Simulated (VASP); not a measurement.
# Zn (I4/mmm) in VASP: a series of runs

Runs on Zn. Level: PBEsol. Tasks: single point.

All numbers are computed with VASP 6.6.1; they aren't measurements. Logs are shortened: lines on timing, memory, paths and dates and some standing lists are left out, and cuts for length are marked.

### Step 1. The cell of the first run

It takes space group I4/mmm (No. 139, tetragonal). Conventional cell: a = 2.938 Å, b = 2.938 Å, c = 3.060 Å, α = 90.00°, β = 90.00°, γ = 90.00°. Zn (site symmetry 4/mmm) has 14 Zn at 2.58 to 3.06 Å within 3.4 Å.

### Step 2. Single point, PBEsol (normal strain along x -0.0400, normal strain along z -0.0400)

Contents of INCAR:

```
SYSTEM = Zn
PREC     = Accurate       ! precision mode
ENCUT    = 520            ! plane-wave cutoff, eV
EDIFF    = 1E-6           ! SCF threshold, eV
ISMEAR   = 0              ! smearing method
SIGMA    = 0.15           ! smearing width, eV
LREAL    = .False.        ! projectors in reciprocal space
LASPH    = .True.         ! aspherical terms in the spheres
NELM     = 60             ! most SCF steps
ALGO     = Normal         ! electronic algorithm
ISIF     = 2              ! what is computed and relaxed
LWAVE    = .False.        ! write WAVECAR
LCHARG   = .False.        ! write CHGCAR
GGA      = PS             ! functional
NBANDS   = 12             ! bands
```

Contents of KPOINTS:

```
regular mesh
0
Gamma
  20 20 20
  0 0 0
```

Contents of POSCAR:

```
Zn
1.0
   -1.4688715212      1.5300745013      1.4688715212
    1.4688715212     -1.5300745013      1.4688715212
    1.4688715212      1.5300745013     -1.4688715212
Zn
1
Direct
    0.0000000000      0.0000000000      0.0000000000
```

Potentials or basis: VASP PAW PBE potentials, release 64 (Zn).

Started as:

```bash
$ cat potpaw_PBE.64/Zn/POTCAR > POTCAR
$ mpirun -np 1 vasp_std > vasp.out
```

OUTCAR:

```text
SYSTEM = Zn
   PREC = Accurate
   ENCUT = 520
   EDIFF = 1E-6
   ISMEAR = 0
   LREAL = .False.
   LASPH = .True.
   NELM = 60
   ISIF = 2
   GGA = PS

 ion  position               nearest neighbor table
   1  0.000  0.000  0.000-

  LATTYP: Found a body centered tetragonal cell.
 ALAT       =     2.9377430424
 C/A-ratio  =     1.0416666667

  Lattice vectors:

 A1 = (  -1.4688715212,  -1.5300745013,   1.4688715212)
 A2 = (   1.4688715212,  -1.5300745013,  -1.4688715212)
 A3 = (   1.4688715212,   1.5300745013,   1.4688715212)

Analysis of symmetry for initial positions (statically):
=====================================================================
 Subroutine PRICEL returns:
 Original cell was already a primitive cell.

 Routine SETGRP: Setting up the symmetry group for a
 body centered tetragonal supercell.

 Subroutine GETGRP returns: Found 16 space group operations
 (whereof 16 operations were pure point group operations)
 out of a pool of 16 trial point group operations.

The static configuration has the point symmetry D_4h.

Analysis of symmetry for dynamics (positions and initial velocities):
=====================================================================
 Subroutine PRICEL returns:
 Original cell was already a primitive cell.

 Routine SETGRP: Setting up the symmetry group for a
 body centered tetragonal supercell.

 Subroutine GETGRP returns: Found 16 space group operations
 (whereof 16 operations were pure point group operations)
 out of a pool of 16 trial point group operations.

The dynamic configuration has the point symmetry D_4h.

 Subroutine INISYM returns: Found 16 space group operations
 (whereof 16 operations are pure point group operations),
 and found     1 'primitive' translations

----------------------------------------------------------------------------------------

                                     Primitive cell

  volume of cell :      13.2051

  direct lattice vectors                    reciprocal lattice vectors
    -1.468871521  1.530074501  1.468871521     0.000000000  0.326781473  0.340397368
     1.468871521 -1.530074501  1.468871521     0.340397368  0.000000000  0.340397368
     1.468871521  1.530074501 -1.468871521     0.340397368  0.326781473  0.000000000

  length of vectors
     2.579979665  2.579979665  2.579979665     0.471864917  0.481394575  0.471864917

  position of ions in fractional coordinates (direct lattice)
     0.000000000  0.000000000  0.000000000

  ion indices of the primitive-cell ions
   primitive index   ion index
                 1           1

----------------------------------------------------------------------------------------

 KPOINTS: regular mesh

Automatic generation of k-mesh.
 Grid dimensions read from file:
 generate k-points for:   20   20   20

 Generating k-lattice:

  Cartesian coordinates                     Fractional coordinates (reciprocal lattice)
     0.000000000  0.016339074  0.017019868     0.050000000  0.000000000 -0.000000000
     0.017019868  0.000000000  0.017019868     0.000000000  0.050000000  0.000000000
     0.017019868  0.016339074  0.000000000    -0.000000000  0.000000000  0.050000000

  Length of vectors
     0.023593246  0.024069729  0.023593246

  Shift w.r.t. Gamma in fractional coordinates (k-lattice)
     0.000000000  0.000000000  0.000000000

 Subroutine IBZKPT returns following result:
 ===========================================

 Found    641 irreducible k-points:

 Following reciprocal coordinates:
            Coordinates               Weight
  0.000000  0.000000  0.000000      1.000000
  0.050000  0.000000  0.000000      8.000000
  0.100000  0.000000  0.000000      8.000000
  0.150000 -0.000000  0.000000      8.000000
  0.200000  0.000000  0.000000      8.000000
  0.250000 -0.000000  0.000000      8.000000
[... 16 lines left out ...]
 -0.450000  0.050000  0.000000     16.000000
 -0.400000  0.050000  0.000000     16.000000
 [... further k-points ...]
   k-points           NKPTS =    641   k-points in BZ     NKDIM =    641   number of bands    NBANDS=     12
   number of dos      NEDOS =    301   number of ions     NIONS =      1
   total plane-waves  NPLWV =   8000
   dimension x,y,z NGX =    20 NGY =   20 NGZ =   20
   dimension x,y,z NGXF=    40 NGYF=   40 NGZF=   40
   ions per type =               1
   NGX,Y,Z   is equivalent  to a cutoff of  12.89, 12.89, 12.89 a.u.
   NGXF,Y,Z  is equivalent  to a cutoff of  25.77, 25.77, 25.77 a.u.
 SYSTEM =  Zn
   PREC   = accura    normal or accurate (medium, high low for compatibility)
   ISTART =      0    job   : 0-new  1-cont  2-samecut
   ICHARG =      2    charge: 1-file 2-atom 10-const
   ISPIN  =      1    spin polarized calculation?
   LNONCOLLINEAR =      F non collinear calculations
   LSORBIT =      F    spin-orbit coupling
   LASPH  =      T    aspherical Exc in radial PAW
   ENCUT  =  520.0 eV  38.22 Ry    6.18 a.u.   4.80  4.80  4.80*2*pi/ulx,y,z
   NELM   =     60;   NELMIN=  2; NELMDL= -5     # of ELM steps
   EDIFF  = 0.1E-05   stopping-criterion for ELM
   LREAL  =      F    real-space projection
   EDIFFG = 0.1E-04   stopping-criterion for IOM
   NSW    =      0    number of steps for IOM
   IBRION =     -1    ionic relax: 0-MD 1-quasi-New 2-CG
   NFREE  =      0    steps in history (QN), initial steepest desc. (CG)
   ISIF   =      2    stress and relaxation
   ISYM   =      2    0-nonsym 1-usesym 2-fastsym
   POTIM  = 0.5000    time-step for ionic-motion
   TEBEG  =    0.0;   TEEND  =   0.0 temperature during run
   PSTRESS=    0.0 pullay stress
   NELECT =      12.0000    total number of electrons
   NUPDOWN=      -1.0000    fix difference up-down
   EMIN   =  10.00;   EMAX   =-10.00  energy-range for DOS
   EFERMI =   0.00;   METHOD = LEGACY
   ISMEAR =     0;   SIGMA  =   0.15  broadening in eV -4-tet -1-fermi 0-gaus
   EFERMI_NEDOS =   21; number of points for ismear=-14 and -15
   IALGO  =     38    algorithm
   IMIX   =      4    mixing-type and parameters
     AMIX     =   0.40;   BMIX     =  1.00
     AMIX_MAG =   1.60;   BMIX_MAG =  1.00
  volume/ion in A,a.u.               =      13.21        89.11
  Fermi-wavevector in a.u.,A,eV,Ry     =   1.585703  2.996544 34.211224  2.514454
  Thomas-Fermi vector in A             =   2.685127
   LORBIT       =      0    0 simple, 1 ext, 2 COOP (PROOUT), +10 PAW based schemes
   GGA     = PS    functional components
   LHFCALC =     F    Hartree Fock is set to
   AEXX    =    0.0000 exact exchange contribution
   IVDW    =     0    specifies the selected vdW correction
   LEPSILON=     F    determine dielectric tensor
   LRPA    =     F    only Hartree local field effects (RPA)
 non-spin polarized calculation
 Gauss-broadening in eV      SIGMA  =   0.15
  energy-cutoff  :      520.00
  volume of cell :       13.21
 maximum number of plane-waves:       374
   NGX =  9   NGY =  9   NGZ =  9

 number of electron      12.0000001 magnetization

 Free energy of the ion-electron system (eV)
  ---------------------------------------------------
  ext. energy  EPLUGINS =         0.00000000
  ---------------------------------------------------
  free energy    TOTEN  =        -1.46899108 eV

  energy without entropy =       -1.46582876  energy(sigma->0) =       -1.46740992

 E-fermi :   4.2905     XC(G=0): -12.4780

 val. band max:        4.2861701142   @ k =  -0.4500  -0.4500   0.1500
 cond. band min:       4.3014933244   @ k =   0.1000   0.4000   0.0500
 fundamental gap:      0.0153232103
 Fermi energy:         4.2905402067

 k-point     1 :       0.0000    0.0000    0.0000
  band No.  band energies     occupation
      1      -7.5732      2.00000
      2      -4.1252      2.00000
      3      -4.1252      2.00000
      4      -4.0305      2.00000
      5      -3.4843      2.00000
      6      -3.3990      2.00000
      7      25.3783      0.00000
      8      25.6091      0.00000
      9      25.6091      0.00000
     10      25.7359      0.00000
     11      27.0317      0.00000
     12      27.0317      0.00000

 k-point     2 :       0.0500    0.0000    0.0000
  band No.  band energies     occupation
      1      -7.4861      2.00000
      2      -4.1230      2.00000
      3      -4.1198      2.00000
      4      -4.0217      2.00000
      5      -3.4909      2.00000
      6      -3.4024      2.00000
      7      23.6438      0.00000
      8      24.8895      0.00000
      9      24.9864      0.00000
     10      25.7364      0.00000
     11      26.3323      0.00000
     12      26.4557      0.00000

 k-point     3 :       0.1000    0.0000    0.0000
  band No.  band energies     occupation
      1      -7.2277      2.00000
      2      -4.1278      2.00000
      3      -4.1163      2.00000
      4      -3.9716      2.00000
      5      -3.5097      2.00000
      6      -3.4093      2.00000
      7      20.8506      0.00000
      8      23.6056      0.00000
      9      23.8996      0.00000
     10      25.2258      0.00000
     11      25.6489      0.00000
     12      26.0682      0.00000

 k-point     4 :       0.1500   -0.0000    0.0000
  band No.  band energies     occupation
      1      -6.8089      2.00000
      2      -4.1632      2.00000
      3      -4.1019      2.00000
      4      -3.8687      2.00000
      5      -3.5349      2.00000
      6      -3.4148      2.00000
      7      18.0707      0.00000
      8      22.2787      0.00000
      9      22.7061      0.00000
     10      24.2139      0.00000
     11      25.0231      0.00000
     12      26.5308      0.00000

 k-point     5 :       0.2000    0.0000    0.0000
  band No.  band energies     occupation
      1      -6.2597      2.00000
      2      -4.2147      2.00000
      3      -4.0587      2.00000
      4      -3.7287      2.00000
      5      -3.5552      2.00000
      6      -3.4169      2.00000
      7      15.3892      0.00000
      8      21.0276      0.00000
      9      21.5884      0.00000
     10      23.3536      0.00000
     11      24.4865      0.00000
     12      27.1954      0.00000
[... 228 lines left out ...]
      1      -4.9928      2.00000
      2      -4.4568      2.00000
      3      -3.5320      2.00000
      4      -3.3950      2.00000
      5      -3.0501      2.00000
      6       0.5886      2.00000
      7       3.6098      2.00000
      8      16.3956      0.00000
      9      17.7622      0.00000
     10      21.8915      0.00000
     11      23.8896      0.00000
     12      31.6382      0.00000

 k-point    22 :       0.5000    0.0500    0.0000
  band No.  band energies     occupation
      1      -4.9926      2.00000
      2      -4.4564      2.00000
      3      -3.5249      2.00000
      4      -3.4039      2.00000
      5      -3.0501      2.00000
      6       0.5513      2.00000
      7       3.6546      2.00000
      8      16.3524      0.00000
      9      17.7895      0.00000
     10      21.8875      0.00000
     11      23.9303      0.00000
     12      32.5237      0.00000

 k-point    23 :      -0.4500    0.0500    0.0000
  band No.  band energies     occupation
      1      -4.9846      2.00000
      2      -4.4379      2.00000
      3      -3.5249      2.00000
      4      -3.4182      2.00000
      5      -3.1127      2.00000
      6      -0.6518      2.00000
      7       5.2162      0.00000
      8      16.5224      0.00000
      9      18.0118      0.00000
     10      22.0055      0.00000
     11      24.0461      0.00000
     12      32.5492      0.00000

 k-point    24 :      -0.4000    0.0500    0.0000
  band No.  band energies     occupation
      1      -4.9902      2.00000
      2      -4.4031      2.00000
      3      -3.5342      2.00000
      4      -3.4360      2.00000
      5      -3.2354      2.00000
      6      -1.8902      2.00000
      7       7.1885      0.00000
      8      16.8938      0.00000
      9      18.4308      0.00000
     10      22.2425      0.00000
     11      24.2457      0.00000
     12      31.0636      0.00000

 [... further k-points ...]

------------------------ aborting loop because EDIFF is reached ----------------------------------------

  FORCE on cell =-STRESS in cart. coord.  units (eV):
  Direction    XX          YY          ZZ          XY          YZ          ZX
  --------------------------------------------------------------------------------------
  -------------------------------------------------------------------------------------
  Total        0.6546468      0.8403881      0.6546468      0.0000000      0.0000000      0.0000000
  in kB       79.4286976    101.9648035     79.4286976      0.0000000      0.0000000      0.0000000
  external PRESSURE =      86.9407329 kB  Pullay stress =       0.0000000 kB

 VOLUME and BASIS-vectors are now :
 -----------------------------------------------------------------------------
  energy-cutoff  :      520.00
  volume of cell :       13.21
      direct lattice vectors                 reciprocal lattice vectors
    -1.468871521  1.530074501  1.468871521     0.000000000  0.326781473  0.340397368
     1.468871521 -1.530074501  1.468871521     0.340397368  0.000000000  0.340397368
     1.468871521  1.530074501 -1.468871521     0.340397368  0.326781473  0.000000000

 POSITION                                       TOTAL-FORCE (eV/Angst)
 -----------------------------------------------------------------------------------
      0.00000      0.00000      0.00000        -0.000000     -0.000000     -0.000000
 -----------------------------------------------------------------------------------
    total drift:                                0.000000     -0.000000      0.000000

  FREE ENERGIE OF THE ION-ELECTRON SYSTEM (eV)
  ---------------------------------------------------
  free  energy   TOTEN  =        -1.4689910791 eV

  energy  without entropy=       -1.4658287614  energy(sigma->0) =       -1.46740992
```

It took 32 s on 1 thread of Intel Xeon 6975P-C (Granite Rapids), shared host; peak memory 0.21 GiB.

What came out:

```yaml
Free_energy: -1.4690 eV
Pressure: 8.7 GPa
Band_gap_on_the_k_mesh: zero (band 6 reaches 7.79 eV, above the bottom of band 7 at 3.30 eV)
```

Levels at points of the mesh, in eV from the Fermi level:
| k point | band 2 | band 3 | band 4 | band 5 | band 6 | band 7 | band 8 | band 9 | band 10 | band 11 |
| --- | --- | --- | --- | --- | --- | --- | --- | --- | --- | --- |
| (0.00, 0.00, 0.00) | -8.42 | -8.42 | -8.32 | -7.77 | -7.69 | 21.09 | 21.32 | 21.32 | 21.45 | 22.74 |
| (0.50, 0.00, 0.00) | -8.76 | -7.82 | -7.67 | -7.29 | -3.59 | -0.99 | 12.81 | 13.97 | 16.81 | 18.90 |
| (0.00, 0.50, 0.00) | -8.87 | -7.70 | -7.65 | -7.28 | -3.33 | -0.55 | 11.80 | 12.87 | 15.84 | 17.96 |
| (0.50, 0.50, 0.50) | -9.16 | -7.41 | -7.38 | -7.38 | 3.37 | 4.75 | 4.75 | 8.13 | 9.40 | 9.79 |

Caveat: the cell differs from its parent crystal (normal strain along x -0.0400, normal strain along z -0.0400); the PAW data sets were made with another functional, which shifts forces and pressure a little.

[end of part 1 of 2]
